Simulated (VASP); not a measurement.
Set up this calculation in VASP 6.6.1, as the native input.

| Property | Result |
| --- | --- |
| Task | single point |
| Functional | PBE |
| Potentials or basis | VASP PAW PBE potentials, release 64 (Ga_d, N) |
| Cutoff | 520 eV |
| k mesh | 8 × 6 × 6 |
| Occupations | gaussian, width 0.05 eV |
| Spin | no spin polarisation |
| Dipole correction | no |
| Further INCAR settings | ALGO = Normal; EDIFF = 1e-06; NBANDS = 46 |

The structure of GaN lies in POSCAR:

```
GaN
1.0
   -3.2185392732      0.0000000000      0.0000000000
    0.0000000000      0.0000000000     -5.2433778863
    0.0000000001     -5.5746735474      0.0000000000
Ga N
4 4
Direct
    0.5000000000     -0.0013895049      0.1666683314
    0.0000000000     -0.0013895049      0.6666683314
    0.0000000000      0.4986104951      0.3333316686
    0.5000000000      0.4986104951      0.8333316686
    0.5000000000      0.6353507801      0.1666772176
    0.0000000000      0.6353507801      0.6666772176
    0.0000000000      0.1353507801      0.3333227824
    0.5000000000      0.1353507801      0.8333227824
```

This cell differs from its parent crystal: mode 11 frozen in at +0.000 Å and mode 13 at -0.059 Å (largest displacements).

These files were run (other wordings do the same):

INCAR

```
PREC = Accurate
ENCUT = 520
EDIFF = 1E-6
ISMEAR = 0
SIGMA = 0.05
LREAL = F
LASPH = T
NELM = 60
ALGO = Normal
ISIF = 2
LWAVE = F
LCHARG = F
GGA = PE
NBANDS = 46
```

KPOINTS

```
Automatic mesh
0
Gamma
  8 6 6
```

Potentials or basis: VASP PAW PBE potentials, release 64 (Ga_d, N).

Run with:

```console
$ cat potpaw_PBE.64/Ga_d/POTCAR potpaw_PBE.64/N/POTCAR > POTCAR
$ mpirun -np 1 vasp_std > vasp.out
```

It gave:

The pressure is 0.5 GPa and the largest force is 0.903 eV/Å. The band gap on the k mesh is 1.63 eV.

Caveat: the cell differs from its parent crystal (mode 11 frozen in at +0.000 Å and mode 13 at -0.059 Å (largest displacements)).

Run time: 5.7 min on 1 thread of Oxide Virtual Turin-like Processor, with other jobs on the host, peak memory 0.33 GiB.
